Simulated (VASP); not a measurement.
# SiC (Pm-3m) in VASP: further runs, part 2 of 2

VASP 6.6.1. The steps go on from the part before.

**3. Single point, r2SCAN**

POSCAR reads:

```
SiC
1.0
    2.6201228660      0.0000000000      0.0000000000
    0.0000000000      2.6201228660      0.0000000000
    0.0000000000      0.0000000000      2.6201228660
Si C
1 1
Direct
    0.0000000000      0.0000000000      0.0000000000
    0.5000000000      0.5000000000      0.5000000000
```

INCAR.step1 reads:

```
PREC = Accurate
ENCUT = 660
ISMEAR = -1
SIGMA = 0.001
LREAL = F
LASPH = T
NELM = 120
NBANDS = 11
GGA = PE
ALGO = Normal
EDIFF = 1E-5
LWAVE = T
LCHARG = F
GGA_COMPAT = F
```

INCAR.step2 reads:

```
PREC = Accurate
ENCUT = 660
EDIFF = 1E-6
ISMEAR = -1
SIGMA = 0.001
LREAL = F
LASPH = T
NELM = 120
ALGO = Normal
ISIF = 2
LWAVE = F
LCHARG = F
METAGGA = R2SCAN
LMIXTAU = T
NBANDS = 11
ISTART = 1
GGA_COMPAT = F
```

KPOINTS reads:

```
regular mesh
0
Gamma
  6 6 6
```

Potentials or basis: VASP PAW PBE potentials, release 64 (Si, C).

Started as:

```bash
> cat potpaw_PBE.64/Si/POTCAR potpaw_PBE.64/C/POTCAR > POTCAR
> cp INCAR.step1 INCAR
> mpirun -np 1 vasp_std > vasp.out
> cp INCAR.step2 INCAR
> mpirun -np 1 vasp_std > vasp.out
```

OUTCAR:

```text
PREC = Accurate
   ENCUT = 660
   EDIFF = 1E-6
   ISMEAR = -1
   LREAL = F
   LASPH = T
   NELM = 120
   ISIF = 2
   METAGGA = R2SCAN
   ISTART = 1

 ion  position               nearest neighbor table
   1  0.000  0.000  0.000-   2 2.27   2 2.27   2 2.27   2 2.27   2 2.27   2 2.27   2 2.27   2 2.27

   2  0.500  0.500  0.500-   1 2.27   1 2.27   1 2.27   1 2.27   1 2.27   1 2.27   1 2.27   1 2.27

  LATTYP: Found a simple cubic cell.
 ALAT       =     2.6201228660

  Lattice vectors:

 A1 = (   2.6201228660,   0.0000000000,   0.0000000000)
 A2 = (   0.0000000000,   2.6201228660,   0.0000000000)
 A3 = (   0.0000000000,   0.0000000000,   2.6201228660)

Analysis of symmetry for initial positions (statically):
=====================================================================
 Subroutine PRICEL returns:
 Original cell was already a primitive cell.

 Routine SETGRP: Setting up the symmetry group for a
 simple cubic supercell.

 Subroutine GETGRP returns: Found 48 space group operations
 (whereof 48 operations were pure point group operations)
 out of a pool of 48 trial point group operations.

The static configuration has the point symmetry O_h .

Analysis of symmetry for dynamics (positions and initial velocities):
=====================================================================
 Subroutine PRICEL returns:
 Original cell was already a primitive cell.

 Routine SETGRP: Setting up the symmetry group for a
 simple cubic supercell.

 Subroutine GETGRP returns: Found 48 space group operations
 (whereof 48 operations were pure point group operations)
 out of a pool of 48 trial point group operations.

The dynamic configuration has the point symmetry O_h .

 Subroutine INISYM returns: Found 48 space group operations
 (whereof 48 operations are pure point group operations),
 and found     1 'primitive' translations

----------------------------------------------------------------------------------------

                                     Primitive cell

  volume of cell :      17.9873

  direct lattice vectors                    reciprocal lattice vectors
     2.620122866  0.000000000  0.000000000     0.381661491  0.000000000  0.000000000
     0.000000000  2.620122866  0.000000000     0.000000000  0.381661491  0.000000000
     0.000000000  0.000000000  2.620122866     0.000000000  0.000000000  0.381661491

  length of vectors
     2.620122866  2.620122866  2.620122866     0.381661491  0.381661491  0.381661491

  position of ions in fractional coordinates (direct lattice)
     0.000000000  0.000000000  0.000000000
     0.500000000  0.500000000  0.500000000

  ion indices of the primitive-cell ions
   primitive index   ion index
                 1           1
                 2           2

----------------------------------------------------------------------------------------

 KPOINTS: regular mesh

Automatic generation of k-mesh.
 Grid dimensions read from file:
 generate k-points for:    6    6    6

 Generating k-lattice:

  Cartesian coordinates                     Fractional coordinates (reciprocal lattice)
     0.063610249  0.000000000  0.000000000     0.166666667  0.000000000  0.000000000
     0.000000000  0.063610249  0.000000000     0.000000000  0.166666667  0.000000000
     0.000000000  0.000000000  0.063610249     0.000000000  0.000000000  0.166666667

  Length of vectors
     0.063610249  0.063610249  0.063610249

  Shift w.r.t. Gamma in fractional coordinates (k-lattice)
     0.000000000  0.000000000  0.000000000

 Subroutine IBZKPT returns following result:
 ===========================================

 Found     20 irreducible k-points:

 Following reciprocal coordinates:
            Coordinates               Weight
  0.000000  0.000000  0.000000      1.000000
  0.166667  0.000000  0.000000      6.000000
  0.333333  0.000000  0.000000      6.000000
  0.500000  0.000000  0.000000      3.000000
  0.166667  0.166667  0.000000     12.000000
  0.333333  0.166667  0.000000     24.000000
[... 12 lines left out ...]
  0.500000  0.500000  0.333333      6.000000
  0.500000  0.500000  0.500000      1.000000
   k-points           NKPTS =     20   k-points in BZ     NKDIM =     20   number of bands    NBANDS=     11
   number of dos      NEDOS =    301   number of ions     NIONS =      2
   total plane-waves  NPLWV =  13824
   dimension x,y,z NGX =    24 NGY =   24 NGZ =   24
   dimension x,y,z NGXF=    48 NGYF=   48 NGZF=   48
   ions per type =               1   1
   NGX,Y,Z   is equivalent  to a cutoff of  15.23, 15.23, 15.23 a.u.
   NGXF,Y,Z  is equivalent  to a cutoff of  30.46, 30.46, 30.46 a.u.
 SYSTEM =  unknown system
   PREC   = accura    normal or accurate (medium, high low for compatibility)
   ISTART =      1    job   : 0-new  1-cont  2-samecut
   ICHARG =      0    charge: 1-file 2-atom 10-const
   ISPIN  =      1    spin polarized calculation?
   LNONCOLLINEAR =      F non collinear calculations
   LSORBIT =      F    spin-orbit coupling
   LASPH  =      T    aspherical Exc in radial PAW
   ENCUT  =  660.0 eV  48.51 Ry    6.96 a.u.   5.49  5.49  5.49*2*pi/ulx,y,z
   NELM   =    120;   NELMIN=  2; NELMDL=  0     # of ELM steps
   EDIFF  = 0.1E-05   stopping-criterion for ELM
   LREAL  =      F    real-space projection
   EDIFFG = 0.1E-04   stopping-criterion for IOM
   NSW    =      0    number of steps for IOM
   IBRION =     -1    ionic relax: 0-MD 1-quasi-New 2-CG
   NFREE  =      0    steps in history (QN), initial steepest desc. (CG)
   ISIF   =      2    stress and relaxation
   ISYM   =      2    0-nonsym 1-usesym 2-fastsym
   POTIM  = 0.5000    time-step for ionic-motion
   TEBEG  =    0.0;   TEEND  =   0.0 temperature during run
   PSTRESS=    0.0 pullay stress
   NELECT =       8.0000    total number of electrons
   NUPDOWN=      -1.0000    fix difference up-down
   EMIN   =  10.00;   EMAX   =-10.00  energy-range for DOS
   EFERMI =   0.00;   METHOD = LEGACY
   ISMEAR =    -1;   SIGMA  =   0.00  broadening in eV -4-tet -1-fermi 0-gaus
   EFERMI_NEDOS =   21; number of points for ismear=-14 and -15
   IALGO  =     38    algorithm
   IMIX   =      4    mixing-type and parameters
     AMIX     =   0.40;   BMIX     =  1.00
     AMIX_MAG =   1.60;   BMIX_MAG =  1.00
  volume/ion in A,a.u.               =       8.99        60.69
  Fermi-wavevector in a.u.,A,eV,Ry     =   1.249635  2.361468 21.246689  1.561588
  Thomas-Fermi vector in A             =   2.383666
   LORBIT       =      0    0 simple, 1 ext, 2 COOP (PROOUT), +10 PAW based schemes
   METAGGA = R2SCAN    functional components
   LHFCALC =     F    Hartree Fock is set to
   AEXX    =    0.0000 exact exchange contribution
   IVDW    =     0    specifies the selected vdW correction
   LEPSILON=     F    determine dielectric tensor
   LRPA    =     F    only Hartree local field effects (RPA)
 non-spin polarized calculation
  energy-cutoff  :      660.00
  volume of cell :       17.99
 maximum number of plane-waves:       739
 NGX is ok and might be reduce to    24
   NGX = 11   NGY = 11   NGZ = 11

 number of electron       8.0000000 magnetization

 Free energy of the ion-electron system (eV)
  ---------------------------------------------------
  ext. energy  EPLUGINS =         0.00000000
  ---------------------------------------------------
  free energy    TOTEN  =       -14.67603622 eV

  energy without entropy =      -14.67597374  energy(sigma->0) =      -14.67600498

 E-fermi :  11.4284     XC(G=0): -13.4445

 val. band max:       11.4272633672   @ k =   0.3333   0.3333   0.0000
 cond. band min:      11.7766808929   @ k =   0.3333   0.0000   0.0000
 fundamental gap:      0.3494175257
 Fermi energy:        11.4283619795

 k-point     1 :       0.0000    0.0000    0.0000
  band No.  band energies     occupation
      1      -7.3446      2.00000
      2      10.3357      2.00000
      3      10.3357      2.00000
      4      10.3357      2.00000
      5      13.5599      0.00000
      6      16.7074      0.00000
      7      16.7074      0.00000
      8      25.6476      0.00000
      9      25.6476      0.00000
     10      25.6476      0.00000
     11      33.0687      0.00000
[... 253 lines left out ...]
 k-point    20 :       0.5000    0.5000    0.5000
  band No.  band energies     occupation
      1       3.9044      2.00000
      2       6.7771      2.00000
      3       6.7771      2.00000
      4       6.7771      2.00000
      5       9.8232      2.00000
      6       9.8232      2.00000
      7       9.8232      2.00000
      8      13.0240      0.00000
      9      32.7736      0.00000
     10      32.7736      0.00000
     11      32.7736      0.00000

------------------------ aborting loop because EDIFF is reached ----------------------------------------

  FORCE on cell =-STRESS in cart. coord.  units (eV):
  Direction    XX          YY          ZZ          XY          YZ          ZX
  --------------------------------------------------------------------------------------
  -------------------------------------------------------------------------------------
  Total       -0.0375753     -0.0375753     -0.0375753      0.0000000     -0.0000000      0.0000000
  in kB       -3.3469386     -3.3469386     -3.3469386      0.0000000     -0.0000000      0.0000000
  external PRESSURE =      -3.3469386 kB  Pullay stress =       0.0000000 kB

 VOLUME and BASIS-vectors are now :
 -----------------------------------------------------------------------------
  energy-cutoff  :      660.00
  volume of cell :       17.99
      direct lattice vectors                 reciprocal lattice vectors
     2.620122866  0.000000000  0.000000000     0.381661491  0.000000000  0.000000000
     0.000000000  2.620122866  0.000000000     0.000000000  0.381661491  0.000000000
     0.000000000  0.000000000  2.620122866     0.000000000  0.000000000  0.381661491

 POSITION                                       TOTAL-FORCE (eV/Angst)
 -----------------------------------------------------------------------------------
      0.00000      0.00000      0.00000         0.000000      0.000000      0.000000
      1.31006      1.31006      1.31006         0.000000      0.000000      0.000000
 -----------------------------------------------------------------------------------
    total drift:                                0.000000     -0.000000     -0.000000

  FREE ENERGIE OF THE ION-ELECTRON SYSTEM (eV)
  ---------------------------------------------------
  free  energy   TOTEN  =       -14.6760362204 eV

  energy  without entropy=      -14.6759737388  energy(sigma->0) =      -14.67600498
```

It took 29 s on 1 thread of Intel Xeon 8259CL, shared host; peak memory 0.13 GiB.

Results:

```
Free energy            : -14.6760 eV
Pressure               : -0.3 GPa
Band gap on the k mesh : zero (bands 4 and 5 overlap by 3.95 eV)
```

Caveat: the k points lie up to 0.40 Å⁻¹ apart, too coarse for converged energies and pressures of a metal; the structure was generated, so it needn't be the stable form of SiC; the PAW data sets were made with another functional, which shifts forces and pressure a little.

**4. Single point, r2SCAN**

POSCAR is that of step 3.

INCAR.step1 reads:

```
ALGO = Normal ; EDIFF = 1E-5
ENCUT = 660 ; GGA = PE
GGA_COMPAT = False ; ISMEAR = 1
LASPH = True ; LCHARG = False
LREAL = False ; LWAVE = True
NBANDS = 11 ; NELM = 120
PREC = Accurate ; SIGMA = 0.001
```

INCAR.step2 reads:

```
ALGO = Normal ; EDIFF = 1E-6
ENCUT = 660 ; GGA_COMPAT = False
ISIF = 2 ; ISMEAR = 1
ISTART = 1 ; LASPH = True
LCHARG = False ; LMIXTAU = True
LREAL = False ; LWAVE = False
METAGGA = R2SCAN ; NBANDS = 11
NELM = 120 ; PREC = Accurate
SIGMA = 0.001
```

KPOINTS reads:

```
k-points
0
Gamma
  6 6 6
```

Started as:

```bash
> cat potpaw_PBE.64/Si/POTCAR potpaw_PBE.64/C/POTCAR > POTCAR
> cp INCAR.step1 INCAR
> mpirun -np 1 vasp_std > vasp.out
> cp INCAR.step2 INCAR
> mpirun -np 1 vasp_std > vasp.out
```

Run time: 28 s. Hardware: 1 thread of Intel Xeon 8259CL, shared host; peak memory 0.14 GiB.

It converged, with:

```
Free energy            : -14.6760 eV
Pressure               : -0.3 GPa
Band gap on the k mesh : zero (bands 4 and 5 overlap by 3.95 eV)
```

Levels at points of the mesh, in eV from the Fermi level:
```csv
k point,band 1,band 2,band 3,band 4,band 5,band 6,band 7,band 8,band 9
"(0.00, 0.00, 0.00)",-18.77,-1.09,-1.09,-1.09,2.13,5.28,5.28,14.22,14.22
"(0.50, 0.00, 0.00)",-14.45,-12.61,1.07,1.07,5.64,7.46,8.38,8.38,8.85
"(0.50, 0.50, 0.00)",-10.67,-8.50,-8.50,-5.51,2.76,9.76,9.76,12.33,13.95
"(0.50, 0.50, 0.50)",-7.52,-4.65,-4.65,-4.65,-1.60,-1.60,-1.60,1.60,21.35
```

Caveat: the k points lie up to 0.40 Å⁻¹ apart, too coarse for converged energies and pressures of a metal; the structure was generated, so it needn't be the stable form of SiC; the PAW data sets were made with another functional, which shifts forces and pressure a little.

**5. Single point, PBE-based screened hybrid with 20 % exact exchange**

POSCAR is that of step 4.

INCAR.step1 reads:

```
PREC = Accurate
ENCUT = 520
EDIFF = 1E-5
ISMEAR = -1
SIGMA = 0.02
LREAL = F
LASPH = T
NELM = 120
ALGO = Normal
ISIF = 2
LWAVE = T
LCHARG = F
GGA = PE
NBANDS = 11
GGA_COMPAT = F
```

INCAR.step2 reads:

```
PREC = Accurate
ENCUT = 520
EDIFF = 1E-6
ISMEAR = -1
SIGMA = 0.02
LREAL = F
LASPH = T
NELM = 120
ALGO = Normal
ISIF = 2
LWAVE = F
LCHARG = F
GGA = PE
LHFCALC = T
AEXX = 0.2
HFSCREEN = 0.2078
PRECFOCK = Normal
ISTART = 1
NBANDS = 11
GGA_COMPAT = F
```

KPOINTS reads:

```
Automatic mesh
0
Gamma
  4 4 4
```

Potentials or basis: VASP PAW PBE potentials, release 64 (Si, C).

Started as:

```bash
> cat potpaw_PBE.64/Si/POTCAR potpaw_PBE.64/C/POTCAR > POTCAR
> cp INCAR.step1 INCAR
> mpirun -np 1 vasp_std > vasp.out
> cp INCAR.step2 INCAR
> mpirun -np 1 vasp_std > vasp.out
```

OUTCAR:

```text
PREC = Accurate
   ENCUT = 520
   EDIFF = 1E-6
   ISMEAR = -1
   LREAL = F
   LASPH = T
   NELM = 120
   ISIF = 2
   GGA = PE
   LHFCALC = T
   AEXX = 0.2
   HFSCREEN = 0.2078
   PRECFOCK = Normal
   ISTART = 1

 ion  position               nearest neighbor table
   1  0.000  0.000  0.000-   2 2.27   2 2.27   2 2.27   2 2.27   2 2.27   2 2.27   2 2.27   2 2.27

   2  0.500  0.500  0.500-   1 2.27   1 2.27   1 2.27   1 2.27   1 2.27   1 2.27   1 2.27   1 2.27

[... 321 lines left out ...]
     11      32.8829      0.00000

------------------------ aborting loop because EDIFF is reached ----------------------------------------

  FORCE on cell =-STRESS in cart. coord.  units (eV):
  Direction    XX          YY          ZZ          XY          YZ          ZX
  --------------------------------------------------------------------------------------
  -------------------------------------------------------------------------------------
  Total       -0.4024840     -0.4024840     -0.4024840     -0.0000000     -0.0000000      0.0000000
  in kB      -35.8504207    -35.8504207    -35.8504207     -0.0000000     -0.0000000      0.0000000
  external PRESSURE =     -35.8504207 kB  Pullay stress =       0.0000000 kB

 VOLUME and BASIS-vectors are now :
 -----------------------------------------------------------------------------
  energy-cutoff  :      520.00
  volume of cell :       17.99
      direct lattice vectors                 reciprocal lattice vectors
     2.620122866  0.000000000  0.000000000     0.381661491  0.000000000  0.000000000
     0.000000000  2.620122866  0.000000000     0.000000000  0.381661491  0.000000000
     0.000000000  0.000000000  2.620122866     0.000000000  0.000000000  0.381661491

 POSITION                                       TOTAL-FORCE (eV/Angst)
 -----------------------------------------------------------------------------------
      0.00000      0.00000      0.00000         0.000000      0.000000      0.000000
      1.31006      1.31006      1.31006         0.000000      0.000000      0.000000
 -----------------------------------------------------------------------------------
    total drift:                                0.000000      0.000000      0.000000

  FREE ENERGIE OF THE ION-ELECTRON SYSTEM (eV)
  ---------------------------------------------------
  free  energy   TOTEN  =       -12.1591965026 eV

  energy  without entropy=      -12.1549787773  energy(sigma->0) =      -12.15708764
```

OUTCAR.step1:

```text
PREC = Accurate
   ENCUT = 520
   EDIFF = 1E-5
   ISMEAR = -1
   LREAL = F
[... 346 lines left out ...]
      0.00000      0.00000      0.00000         0.000000      0.000000      0.000000
      1.31006      1.31006      1.31006         0.000000      0.000000      0.000000
 -----------------------------------------------------------------------------------
    total drift:                                0.000000      0.000000      0.000000

  FREE ENERGIE OF THE ION-ELECTRON SYSTEM (eV)
  ---------------------------------------------------
  free  energy   TOTEN  =       -10.7345653227 eV

  energy  without entropy=      -10.7268188550  energy(sigma->0) =      -10.73069209
```

OSZICAR.step1:

```text
N       E                     dE             d eps       ncg     rms          rms(c)
DAV:   1     0.491292765112E+01    0.49129E+01   -0.40662E+03   236   0.631E+02
DAV:   2    -0.106640206346E+02   -0.15577E+02   -0.14659E+02   283   0.102E+02
DAV:   3    -0.112987035609E+02   -0.63468E+00   -0.62794E+00   273   0.136E+01
DAV:   4    -0.113005065607E+02   -0.18030E-02   -0.18029E-02   240   0.761E-01
DAV:   5    -0.113005096428E+02   -0.30821E-05   -0.30820E-05   248   0.325E-02    0.538E+00
DAV:   6    -0.107438624761E+02    0.55665E+00   -0.21429E+00   223   0.624E+00    0.236E+00
DAV:   7    -0.107388916021E+02    0.49709E-02   -0.78111E-02   247   0.175E+00    0.112E+00
DAV:   8    -0.107382253316E+02    0.66627E-03   -0.21603E-02   226   0.762E-01    0.361E-01
DAV:   9    -0.107349310161E+02    0.32943E-02   -0.16895E-02   229   0.549E-01    0.148E-01
DAV:  10    -0.107346536896E+02    0.27733E-03   -0.21779E-03   232   0.227E-01    0.942E-02
DAV:  11    -0.107345662114E+02    0.87478E-04   -0.19652E-04   244   0.749E-02    0.972E-03
DAV:  12    -0.107345653227E+02    0.88871E-06   -0.89347E-06   119   0.212E-02
   1 F= -.10734565E+02 E0= -.10730692E+02  d E =-.774647E-02
```

It took 81 s on 1 thread of Intel Xeon 8259CL, shared host; peak memory 0.22 GiB.

Results:

* Free energy: -12.1592 eV
* Pressure: -3.6 GPa
* Band gap on the k mesh: zero (bands 4 and 5 overlap by 2.87 eV)

Levels at points of the mesh, in eV from the Fermi level:
```csv
k point,band 1,band 2,band 3,band 4,band 5,band 6,band 7,band 8,band 9
"(0.00, 0.00, 0.00)",-20.10,-1.98,-1.98,-1.98,1.66,4.82,4.82,13.70,13.70
"(0.50, 0.00, 0.00)",-15.63,-13.90,0.57,0.57,5.29,6.98,7.70,7.70,8.43
"(0.50, 0.50, 0.00)",-11.73,-9.53,-9.53,-6.64,2.41,9.44,9.44,11.59,13.39
"(0.50, 0.50, 0.50)",-8.48,-5.50,-5.50,-5.50,-2.31,-2.31,-2.31,0.60,20.82
```

Caveat: the k points lie up to 0.60 Å⁻¹ apart, too coarse for converged energies and pressures of a metal; the structure was generated, so it needn't be the stable form of SiC; the PAW data sets were made with another functional, which shifts forces and pressure a little.

**6. The runs side by side**

```tsv
level	k mesh	cutoff (eV)	smearing	grid for exact exchange (PRECFOCK)	share of exact exchange	screening parameter	gap on the mesh (eV)	pressure (GPa)
r2SCAN	2 × 2 × 2	660	fermi-dirac 0.02 eV	-	-	-	none	-15.9
r2SCAN	6 × 6 × 6	660	fermi-dirac 0.001 eV	-	-	-	none	-0.3
r2SCAN	6 × 6 × 6	660	methfessel-paxton 0.001 eV	-	-	-	none	-0.3
PBE-based screened hybrid with 20 % exact exchange	4 × 4 × 4	520	fermi-dirac 0.02 eV	Normal	0.2	0.2078 1/Å	none	-3.6
```

Alike in all rows: task single point; potentials or basis VASP PAW PBE potentials, release 64 (Si, C); no spin polarisation; cell as given.

Caveats: all runs use coarse meshes; the structure was generated, so it needn't be the stable form of SiC; the PAW data sets were made with another functional, which shifts forces and pressure a little.

Absolute energies hang on the potentials; compare differences alone.

The gap in the log of VASP goes by the Fermi energy; the results here count the filled bands.